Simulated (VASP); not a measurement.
Write the native input for VASP 6.6.1 that does the following.

* Task: single point
* Functional: PBE
* Potentials or basis: VASP PAW PBE potentials, release 64 (In_d, P)
* Cutoff: 520 eV
* k mesh: 12 × 12 × 12
* Occupations: gaussian, width 0.1 eV
* Spin: no spin polarisation
* Dipole correction: no
* Further INCAR settings: ALGO = Normal; EDIFF = 1e-07; NBANDS = 18

The structure of InP2 lies in POSCAR:

```
InP2
1.0
    2.0460668336      1.1812972372      4.8371266117
   -2.0460668336      1.1812972372      4.8371266117
    0.0000000000     -2.3625944743      4.8371266117
In P
1 2
Direct
    0.0000000000      0.0000000000      0.0000000000
    0.4280904548      0.4280904548      0.4280904548
    0.5719095452      0.5719095452      0.5719095452
```

The cell was built from a structure type or drawn by symmetry, and may not be a known phase.

The input as run:

INCAR

```
SYSTEM = InP2
PREC = Accurate
ENCUT = 520
EDIFF = 1E-7
ISMEAR = 0
SIGMA = 0.1
LREAL = .False.
LASPH = .True.
NELM = 80
ALGO = Normal
ISIF = 2
LWAVE = .False.
LCHARG = .False.
GGA = PE
NBANDS = 18
```

KPOINTS

```
Automatic mesh
0
Gamma
  12 12 12
  0 0 0
```

Potentials or basis: VASP PAW PBE potentials, release 64 (In_d, P).

Command:

```console
$ cat potpaw_PBE.64/In_d/POTCAR potpaw_PBE.64/P/POTCAR > POTCAR
$ mpirun -np 1 vasp_std > vasp.out
```

It gave:

```
Pressure               : -0.1 GPa
Largest force          : 0.052 eV/Å
Band gap on the k mesh : zero (an odd number of electrons rules out a gap without spin polarisation)
```

Caveat: spin-orbit coupling is left out, which moves the levels of the heavy elements.

Run time: 2.7 min on 1 thread of AMD EPYC 9R45 96-Core Processor (Zen 5), on a shared host, peak memory 0.37 GiB.
